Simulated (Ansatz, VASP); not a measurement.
**WS2: VASP beside Ansatz**

```
W S
1.0
     3.18352    0.00000    0.00000
    -1.59176    2.75701    0.00000
     0.00000    0.00000   16.95058
W S
1 2
Direct
  0.00000 0.00000 0.00000
  0.33333 0.66667 0.09200
  0.33333 0.66667 0.90800
```

Alike in both runs: functional PBE; k mesh 7 × 7 × 2; occupations fermi-dirac, width 0.05 eV; non-collinear spin, spin-orbit coupling.

|  | VASP | Ansatz |
| --- | --- | --- |
| version | VASP 6.6.1 | Ansatz 0.2.0 |
| potentials or method | VASP PAW PBE potentials, release 64 (W_sv, S) | Ansatz PAW |
| plane-wave cutoff (eV) | 520 | 420 |
| valence electrons in the cell | 26 | 26 |
| task | single point | band structure |

Ansatz gave:

* rms of the force components (eV/Å): 0.120
* net moment per atom (μB): 0.00

Problem. What did VASP give for the same quantities?

Solution. rms of the force components (eV/Å): 0.134; net moment per atom (μB): 0.00.

Atom by atom the forces differ by 0.015 eV/Å (rms over components).
